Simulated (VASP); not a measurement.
Here is a VASP 6.6.1 calculation.

The input INCAR:

```
SYSTEM = BaHg
PREC = Accurate ; ENCUT = 520
EDIFF = 1E-6 ; ISMEAR = -1
SIGMA = 0.05 ; LREAL = .False.
LASPH = .True. ; NELM = 80
ALGO = Normal ; ISIF = 2
LWAVE = .False. ; LCHARG = .True.
LELF = .True. ; LVHAR = .True.
NBANDS = 18
```

Contents of KPOINTS:

```
regular mesh
0
Gamma
  10 10 10
  0 0 0
```

Contents of POSCAR:

```
BaHg
1.0
    3.6458906512      0.0000000000      0.0000000000
    0.0000000000      3.6458906512      0.0000000000
    0.0000000000      0.0000000000      3.6458906512
Ba Hg
1 1
Direct
    0.0000000000      0.0000000000      0.0000000000
    0.5000000000      0.5000000000      0.5000000000
```

Potentials or basis: VASP PAW LDA potentials, release 64 (Ba_sv, Hg).

Run with:

```bash
$ cat potpaw_LDA.64/Ba_sv/POTCAR potpaw_LDA.64/Hg/POTCAR > POTCAR
$ mpirun -np 1 vasp_std > vasp.out
```

(1) Estimate the pressure.

(2) What does it give for the band gap on the k mesh?

Answers

(1) 22.3 GPa.

(2) zero (band 11 reaches 6.55 eV, above the bottom of band 12 at 2.47 eV).

Caveat: spin-orbit coupling is left out, which moves the levels of the heavy elements.
